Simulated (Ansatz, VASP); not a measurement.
# Two plane-wave programs on FeSi2

The input INCAR:

```
PREC = Accurate ; ENCUT = 520
EDIFF = 1E-8 ; ISMEAR = -1
SIGMA = 0.15 ; LREAL = F
LASPH = T ; NELM = 100
ALGO = Normal ; ISIF = 2
LWAVE = F ; LCHARG = F
GGA = CA ; LEFG = T
NBANDS = 15
```

The input KPOINTS:

```
regular mesh
0
Gamma
  16 16 8
```

The input POSCAR:

```
FeSi2
1.0
    2.6620591415      0.0000000000      0.0000000000
    0.0000000000      2.6620591415      0.0000000000
    0.0000000000      0.0000000000      5.0654379231
Fe Si
1 2
Direct
    0.0000000000      0.0000000000      0.0000000000
    0.5000000000      0.5000000000      0.2710623481
    0.5000000000      0.5000000000      0.7289376519
```

Input for Ansatz:

```yaml
crystal:
  lattice:
    - [2.6620591415, 0.0, 0.0]
    - [0.0, 2.6620591415, 0.0]
    - [0.0, 0.0, 5.0654379231]
  atoms:
    - { symbol: Fe, position: [0.0, 0.0, 0.0] }
    - { symbol: Si, position: [0.5, 0.5, 0.2710623481] }
    - { symbol: Si, position: [0.5, 0.5, 0.7289376519] }
basis:
  ecutwfc: 420
kpoints:
  mp_grid: { grid: [16, 16, 8] }
hamiltonian:
  xc: lda
scf:
  occupations: { method: fermi_dirac, width: 0.15 }
output:
  forces: true
  stress: true
  eigenvalues: true
  efg: {}
checkpoint:
  read: start.run
  write: ck
  compress: false
  write_wavefunctions: false
  write_every: 100000
```

Alike in both runs: task electric field gradients; functional LDA; k mesh 16 × 16 × 8; occupations fermi-dirac, width 0.15 eV; no spin polarisation.

|  | VASP | Ansatz |
| --- | --- | --- |
| version | VASP 6.6.1 | Ansatz 0.2.0 |
| potentials or method | VASP PAW LDA potentials, release 64 (Fe, Si), cutoff 520 eV | scalar-relativistic, plane waves, PAW |
| valence electrons in the cell | 16 | 24 |

Ansatz gave:

- gap on the k mesh at the Fermi level (eV): none
- pressure (GPa): 0.0
- rms of the force components (eV/Å): 0.000
- size of Vzz on the site where it differs most (V/Å²): 42.4

Problem. Which values does VASP return?

Solution. gap on the k mesh at the Fermi level (eV): none; pressure (GPa): 0.6; rms of the force components (eV/Å): 0.017; size of Vzz on the site where it differs most (V/Å²): 39.0.

LDA's correlation is that of Perdew and Zunger in VASP and of Perdew and Wang (1992) in Ansatz. Atom by atom the forces differ by 0.016 eV/Å (rms over components). A gap of «none» marks a metal or a gap that the smearing closes. VASP's potentials hold 16 valence electrons a cell and Ansatz's 24, so a difference there can come from the potentials and not from the codes.
